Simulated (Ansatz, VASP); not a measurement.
## One calculation of Ag, two programs

```
Ag
1.0
     0.00000    1.98709    1.98709
     1.98709    0.00000    1.98709
     1.98709    1.98709    0.00000
Ag
1
Direct
  0.00000 0.00000 0.00000
```

Alike in both runs: task single point; functional PBE; k mesh 18 × 18 × 18; occupations gaussian, width 0.1 eV; no spin polarisation.

|  | VASP | Ansatz |
| --- | --- | --- |
| version | VASP 6.6.1 | Ansatz 0.2.0 |
| potentials or method | VASP PAW PBE potentials, release 64 (Ag), cutoff 520 eV | scalar-relativistic, plane waves, PAW |
| valence electrons in the cell | 11 | 19 |

|  | VASP | Ansatz | Ansatz less VASP |
| --- | --- | --- | --- |
| gap on the k mesh at the Fermi level (eV) | none | none | - |
| pressure (GPa) | 16.7 | 17.0 | +0.31 |

A gap of «none» marks a metal or a gap that the smearing closes. With one functional, cell and mesh, what is left measures potentials, basis and numerics. VASP's potentials hold 11 valence electrons a cell and Ansatz's 19, so a difference there can come from the potentials and not from the codes.
